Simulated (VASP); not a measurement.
Input of a VASP 6.6.1 run:

File INCAR:

```
SYSTEM = ZrH4
PREC = Accurate
ENCUT = 520
EDIFF = 1E-6
ISMEAR = 0
SIGMA = 0.1
LREAL = .FALSE.
LASPH = .TRUE.
NELM = 150
ALGO = Normal
ISIF = 2
LWAVE = .FALSE.
LCHARG = .FALSE.
ISPIN = 2
MAGMOM = 1 0 0 0 0
LORBIT = 11
LMAXMIX = 4
GGA = PE
NBANDS = 20
```

Contents of KPOINTS:

```
Automatic mesh
0
G
  6 6 6
  0 0 0
```

The input POSCAR:

```
ZrH4
1.0
    3.1718833079      0.0000000000      0.0000000000
    0.0000000000      3.1718833079      0.0000000000
    0.0000000000      0.0000000000      3.1718833079
Zr H
1 4
Direct
    0.0000000000      0.0000000000      0.0000000000
    0.5000000000      0.5000000000      0.5000000000
    0.0000000000      0.5000000000      0.5000000000
    0.5000000000      0.0000000000      0.5000000000
    0.5000000000      0.5000000000      0.0000000000
```

Potentials or basis: VASP PAW PBE potentials, release 64 (Zr_sv, H).

Launch:

```sh
$ cat potpaw_PBE.64/Zr_sv/POTCAR potpaw_PBE.64/H/POTCAR > POTCAR
$ mpirun -np 1 vasp_std > vasp.out
```

(1) Predict the net moment.

(2) Predict the band gap on the k mesh.

## Answers

(1) 0.00 μB per cell.

(2) zero (filled and empty bands overlap).
